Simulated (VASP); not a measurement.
# As (Fm-3m) in VASP: a series of runs, part 2 of 2

VASP 6.6.1. The steps go on from the part before.

## 3. Relaxation of cell and atoms, PBEsol

This run uses another cell than the first one, of 21.59 Å³/atom.

Input file INCAR:

```
SYSTEM = As
PREC = Accurate ; ENCUT = 500
EDIFF = 1E-7 ; ISMEAR = -1
SIGMA = 0.1 ; LREAL = .FALSE.
LASPH = .TRUE. ; NELM = 120
ALGO = Normal ; ISIF = 3
LWAVE = .FALSE. ; LCHARG = .FALSE.
GGA = PS ; IBRION = 2
NSW = 80 ; EDIFFG = -0.01
GGA_COMPAT = .FALSE. ; NELMIN = 4
```

Input file KPOINTS:

```
regular mesh
0
G
  9 9 9
  0 0 0
```

Input file POSCAR:

```
As
1.0
    0.0000000000      2.2100000000      2.2100000000
    2.2100000000      0.0000000000      2.2100000000
    2.2100000000      2.2100000000      0.0000000000
As
1
Direct
    0.0000000000      0.0000000000      0.0000000000
```

Potentials or basis: VASP PAW PBE potentials, release 64 (As).

Started as:

```console
cat potpaw_PBE.64/As/POTCAR > POTCAR
mpirun -np 1 vasp_std > vasp.out
```

OUTCAR:

```text
SYSTEM = As
   PREC = Accurate
   ENCUT = 500
   EDIFF = 1E-7
   ISMEAR = -1
   LREAL = .FALSE.
   LASPH = .TRUE.
   NELM = 120
   ISIF = 3
   GGA = PS
   IBRION = 2
   NSW = 80
   EDIFFG = -0.01
   NELMIN = 4

 ion  position               nearest neighbor table
   1  0.000  0.000  0.000-

  LATTYP: Found a face centered cubic cell.
 ALAT       =     4.4200000000

  Lattice vectors:

 A1 = (   0.0000000000,   2.2100000000,   2.2100000000)
 A2 = (   2.2100000000,   0.0000000000,   2.2100000000)
 A3 = (   2.2100000000,   2.2100000000,   0.0000000000)

Analysis of symmetry for initial positions (statically):
=====================================================================
 Subroutine PRICEL returns:
 Original cell was already a primitive cell.

 Routine SETGRP: Setting up the symmetry group for a
 face centered cubic supercell.

 Subroutine GETGRP returns: Found 48 space group operations
 (whereof 48 operations were pure point group operations)
 out of a pool of 48 trial point group operations.

The static configuration has the point symmetry O_h .

Analysis of symmetry for dynamics (positions and initial velocities):
=====================================================================
[... 164 lines left out ...]
  Total       -1.3566197     -1.3566197     -1.3566197     -0.0000000     -0.0000000      0.0000000
  in kB     -100.6843307   -100.6843307   -100.6843307     -0.0000000     -0.0000000      0.0000000
  external PRESSURE =    -100.6843307 kB  Pullay stress =       0.0000000 kB
[... 57 lines left out ...]
--------------------------------------- Ionic step        3  -------------------------------------------

 number of electron       4.9999999 magnetization

 Free energy of the ion-electron system (eV)
  ---------------------------------------------------
  ext. energy  EPLUGINS =         0.00000000
  ---------------------------------------------------
  free energy    TOTEN  =        -4.62404885 eV

  energy without entropy =       -4.60552382  energy(sigma->0) =       -4.61478634

 E-fermi :   6.8153     XC(G=0): -11.0000

 val. band max:        6.7349851182   @ k =   0.2222   0.0000   0.0000
 cond. band min:       6.9842212439   @ k =  -0.4444   0.2222   0.1111
 fundamental gap:      0.2492361257
 Fermi energy:         6.8152536576

 k-point     1 :       0.0000    0.0000    0.0000
  band No.  band energies     occupation
      1      -8.6683      2.00000
      2      12.7627      0.00000
      3      12.7627      0.00000
      4      12.7627      0.00000
      5      19.2337      0.00000
      6      19.2337      0.00000
[... 199 lines left out ...]
 k-point    24 :       0.4444    0.4444    0.0000
  band No.  band energies     occupation
      1      -2.7760      2.00000
      2       1.7175      2.00000
      3       7.4032      0.00558
      4       7.4032      0.00558
      5      11.9204      0.00000
      6      12.4514      0.00000

 [... further k-points ...]

------------------------ aborting loop because EDIFF is reached ----------------------------------------

  FORCE on cell =-STRESS in cart. coord.  units (eV):
  Direction    XX          YY          ZZ          XY          YZ          ZX
  --------------------------------------------------------------------------------------
  -------------------------------------------------------------------------------------
  Total        0.0020789      0.0020789      0.0020789     -0.0000000     -0.0000000      0.0000000
  in kB        0.1801606      0.1801606      0.1801606     -0.0000000     -0.0000000      0.0000000
  external PRESSURE =       0.1801606 kB  Pullay stress =       0.0000000 kB
[... 16 lines left out ...]
  FREE ENERGIE OF THE ION-ELECTRON SYSTEM (eV)
  ---------------------------------------------------
  free  energy   TOTEN  =        -4.6240488522 eV

  energy  without entropy=       -4.6055238205  energy(sigma->0) =       -4.61478634

 reached required accuracy - stopping structural energy minimisation
```

CONTCAR:

```text
As
   1.00000000000000
     0.0000000000000000    2.0986967357811102    2.0986967357811102
     2.0986967357811102   -0.0000000000000000    2.0986967357811102
     2.0986967357811102    2.0986967357811102   -0.0000000000000000
  As
     1
Direct
     0.0000000000000000    0.0000000000000000    0.0000000000000000

  0.00000000E+00  0.00000000E+00  0.00000000E+00
```

Run time: 31 s. Hardware: 1 thread of AMD EPYC 7R43 (Zen 3), shared host; peak memory 0.1 GiB.

What came out:

| Property | Result |
| --- | --- |
| Free energy | -4.6240 eV |
| Relaxed volume | 18.49 Å³/atom |
| Relaxed cell | a = 2.968 Å, b = 2.968 Å, c = 2.968 Å, α = 60.00°, β = 60.00°, γ = 60.00° |
| Space group after relaxing (to 0.1 Å) | Fm-3m (No. 225) |
| Energy gained by relaxing | 111.3 meV/atom |
| Ionic steps | 3 |
| Pressure after relaxing | 0.0 GPa |
| Band gap on the k mesh | zero (an odd number of electrons rules out a gap without spin polarisation) |

Step by step:
| step | energy change (eV) | largest force (eV/Å) | pressure (GPa) | volume (Å³) |
| --- | --- | --- | --- | --- |
| 1 | 0.0000 | 0.0000 | -10.07 | 21.59 |
| 2 | -0.0987 | 0.0000 | 4.82 | 17.62 |
| 3 | -0.1113 | 0.0000 | 0.02 | 18.49 |

Final structure:
```
As
1.0
     0.00000    2.09870    2.09870
     2.09870    0.00000    2.09870
     2.09870    2.09870    0.00000
As
1
Cartesian
  0.0000 0.0000 0.0000
```

Caveat: the PAW data sets were made with another functional, which shifts forces and pressure a little.

## 4. Relaxation of cell and atoms, PBEsol, target pressure 20 GPa, at which the enthalpy is minimised

This run uses another cell than the first one, of 21.59 Å³/atom.

Input file INCAR:

```
SYSTEM = As
ALGO = Normal
EDIFF = 1E-7
EDIFFG = -0.01
ENCUT = 500
GGA = PS
GGA_COMPAT = .False.
IBRION = 2
ISIF = 3
ISMEAR = -1
LASPH = .True.
LCHARG = .False.
LREAL = .False.
LWAVE = .False.
NELM = 120
NELMIN = 4
NSW = 80
PREC = Accurate
PSTRESS = 200.0
SIGMA = 0.1
```

Input file KPOINTS:

```
k-points
0
Gamma
  9 9 9
  0 0 0
```

POSCAR is that of step 3.

Started as:

```console
cat potpaw_PBE.64/As/POTCAR > POTCAR
mpirun -np 1 vasp_std > vasp.out
```

Wall time 41 s (1 thread of AMD EPYC 7R43 (Zen 3), shared host); peak memory 0.11 GiB.

The run converged. Its results:

| Quantity | Value |
| --- | --- |
| Free energy | -4.4741 eV |
| Relaxed volume | 15.75 Å³/atom |
| Relaxed cell | a = 2.814 Å, b = 2.814 Å, c = 2.814 Å, α = 60.00°, β = 60.00°, γ = 60.00° |
| Space group after relaxing (to 0.1 Å) | Fm-3m (No. 225) |
| Energy change on relaxing (the run minimises the enthalpy) | +38.6 meV/atom |
| Ionic steps | 5 |
| Pressure after relaxing | 20.0 GPa |
| Band gap on the k mesh | zero (an odd number of electrons rules out a gap without spin polarisation) |

Step by step:
```tsv
step	energy change (eV)	largest force (eV/Å)	pressure (GPa)	volume (Å³)
1	0.0000	0.0000	-10.07	21.59
2	1.7737	0.0000	131.85	11.24
3	-0.0018	0.0000	16.51	16.11
4	0.0238	0.0000	18.76	15.88
5	0.0386	0.0000	20.01	15.75
```

Final structure:
```cif
data_structure
_symmetry_space_group_name_H-M 'P 1'
_symmetry_Int_Tables_number 1
_cell_length_a 2.8138
_cell_length_b 2.8138
_cell_length_c 2.8138
_cell_angle_alpha 60.000
_cell_angle_beta 60.000
_cell_angle_gamma 60.000
_cell_volume 15.75
loop_
_atom_site_label
_atom_site_type_symbol
_atom_site_fract_x
_atom_site_fract_y
_atom_site_fract_z
_atom_site_occupancy
As1 As 0.00000 0.00000 0.00000 1
```

Levels at points of the mesh, in eV from the Fermi level:
```tsv
k point	band 1	band 2	band 3	band 4	band 5	band 6
(0.00, 0.00, 0.00)	-17.28	7.19	7.19	7.19	12.92	12.92
```

Caveat: the cell is relaxed towards a set pressure, so the run minimises the enthalpy, not the energy; the volume moved by over 15 % at a fixed basis, so the end points are rough; the PAW data sets were made with another functional, which shifts forces and pressure a little.

## 5. The runs side by side

```csv
task,cell,gap on the mesh (eV),pressure (GPa)
single point,"a = 2.966 Å, angles 60.0°, 1 atom",none,0.2
relaxation of cell and atoms,"relaxed from a = 3.125 Å, angles 60.0°, 1 atom",none,0.0
relaxation of cell and atoms,"relaxed to 20 GPa from a = 3.125 Å, angles 60.0°, 1 atom",none,20.0
```

Alike in all rows: level PBEsol; potentials or basis VASP PAW PBE potentials, release 64 (As); no spin polarisation; k mesh 9 × 9 × 9; cutoff (eV) 500; smearing fermi-dirac 0.1 eV.

Caveats: the PAW data sets were made with another functional, which shifts forces and pressure a little; the cell is relaxed towards a set pressure, so the run minimises the enthalpy, not the energy (at least some runs); the volume moved by over 15 % at a fixed basis, so the end points are rough (at least some runs).

Absolute energies hang on the potentials; compare differences alone.
